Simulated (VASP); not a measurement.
## Al3GaAs4: single point with HSE06

Al3GaAs4:

```
Al As Ga
1.0
     4.01615    0.00000    0.00000
     0.00000    8.02825    0.00000
     0.00000    0.00000    5.67110
Al As Ga
3 4 1
Direct
  0.00000 0.74980 0.00004
  0.50000 0.00000 0.50056
  0.00000 0.25020 0.00004
  0.50000 0.75018 0.24954
  0.00000 0.00000 0.75034
  0.50000 0.24982 0.24954
  0.00000 0.50000 0.75025
  0.50000 0.50000 0.49969
```

```json
{
 "Program": "VASP 6.6.1",
 "Task": "single point",
 "Functional": "HSE06",
 "Potentials or basis": "VASP PAW PBE potentials, release 64 (Al, As, Ga_d)",
 "Cutoff": "400 eV",
 "k mesh": "4 × 2 × 4",
 "Occupations": "gaussian, width 0.01 eV",
 "Spin": "no spin polarisation"
}
```

```
Pressure               : 0.1 GPa
Largest force          : 0.034 eV/Å
Band gap on the k mesh : 2.09 eV (least direct gap 2.10 eV)
```

Forces on the atoms (eV/Å):
```
Al   0.000  0.000  0.000
Al   0.000  0.000 -0.012
Al   0.000  0.000  0.000
As   0.000  0.020 -0.015
As   0.000  0.000  0.002
As   0.000 -0.020 -0.015
As   0.000  0.000  0.034
Ga   0.000  0.000  0.006
```

Stress tensor (GPa, compression positive):
```
 0.30  0.00  0.00
 0.00  0.35  0.00
 0.00  0.00 -0.40
```

Levels at points of the mesh, in eV from the valence-band top:
| k point | band 17 | band 18 | band 19 | band 20 | band 21 | band 22 | band 23 | band 24 | band 25 | band 26 |
| --- | --- | --- | --- | --- | --- | --- | --- | --- | --- | --- |
| (0.00, 0.00, 0.00) | -1.09 | -1.06 | -0.01 | -0.01 | 0.00 | 2.10 | 2.36 | 2.91 | 4.04 | 4.09 |
| (0.50, 0.00, 0.00) | -2.48 | -2.48 | -2.47 | -1.09 | -1.04 | 2.09 | 2.10 | 2.51 | 3.05 | 4.08 |
| (0.00, 0.50, 0.00) | -2.09 | -1.24 | -1.12 | -0.31 | -0.14 | 2.83 | 2.88 | 3.82 | 4.17 | 5.06 |
| (0.50, 0.50, 0.00) | -2.84 | -2.31 | -2.30 | -2.29 | -2.27 | 3.35 | 3.42 | 3.58 | 3.60 | 3.96 |
| (0.00, 0.00, 0.50) | -1.49 | -1.03 | -0.98 | -0.94 | -0.94 | 2.24 | 2.84 | 3.14 | 3.24 | 4.47 |
| (0.50, 0.00, 0.50) | -3.15 | -1.02 | -0.99 | -0.95 | -0.94 | 2.34 | 2.83 | 5.13 | 5.17 | 5.45 |
| (0.00, 0.50, 0.50) | -1.40 | -1.36 | -1.34 | -1.32 | -1.15 | 3.19 | 3.69 | 3.75 | 3.78 | 5.23 |
| (0.50, 0.50, 0.50) | -2.94 | -1.79 | -1.77 | -1.73 | -1.69 | 3.92 | 4.37 | 4.43 | 4.63 | 4.91 |

Wall time 14 min on 4 MPI ranks on Intel(R) Xeon(R) Platinum 8559C (Emerald Rapids), with other jobs on the host, peak memory 0.42 GiB a rank.

Caveat: the PAW data sets were made with another functional, which shifts forces and pressure a little. A k mesh can miss the band edges.
